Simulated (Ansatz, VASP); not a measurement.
**Sr: VASP beside Ansatz**

The input INCAR:

```
ALGO = Normal ; EDIFF = 1E-6
ENCUT = 520 ; GGA = PS
ISIF = 2 ; ISMEAR = -1
LASPH = True ; LCHARG = True
LELF = True ; LREAL = False
LVHAR = True ; LWAVE = False
NBANDS = 17 ; NELM = 60
PREC = Accurate ; SIGMA = 0.1
```

The input KPOINTS:

```
k-points
0
Gamma
  12 12 6
```

Contents of POSCAR:

```
Sr
1.0
    3.9710992360      0.0000000000      0.0000000000
   -1.9855496180      3.4390728194      0.0000000000
    0.0000000000      0.0000000000      6.5234637153
Sr
2
Direct
    0.3333333333      0.6666666667      0.2500000000
    0.6666666667      0.3333333333      0.7500000000
```

Input for Ansatz:

```yaml
crystal:
  lattice:
    - [3.971099236, 0.0, 0.0]
    - [-1.985549618, 3.4390728194, 0.0]
    - [0.0, 0.0, 6.5234637153]
  atoms:
    - { symbol: Sr, position: [0.3333333333, 0.6666666667, 0.25] }
    - { symbol: Sr, position: [0.6666666667, 0.3333333333, 0.75] }
kpoints:
  mp_grid: { grid: [12, 12, 6] }
scf:
  occupations: { method: fermi_dirac, width: 0.1 }
hamiltonian:
  xc: pbesol
  pseudopotentials: { kind: all_electron, lapw: { basis_error: 0.001 } }
output:
  forces: true
  stress: true
  eigenvalues: true
  populations: true
```

Change from the starting cell: volume scaled by 0.85, LAPW.

Alike in both runs: task single point; functional PBEsol; k mesh 12 × 12 × 6; occupations fermi-dirac, width 0.1 eV; no spin polarisation.

|  | VASP | Ansatz |
| --- | --- | --- |
| version | VASP 6.6.1 | Ansatz 0.2.0 |
| potentials or method | VASP PAW PBE potentials, release 64 (Sr_sv), cutoff 520 eV | all-electron LAPW, scalar-relativistic |

```csv
,VASP,Ansatz,Ansatz less VASP
pressure (GPa),2.5,2.5,-0.02
"traceless stress, the component that is largest in VASP (GPa)",0.06,0.06,-0.002
```

VASP's potentials were made for PBE, not for PBEsol. Ansatz ran all-electron here, and VASP with PAW potentials.
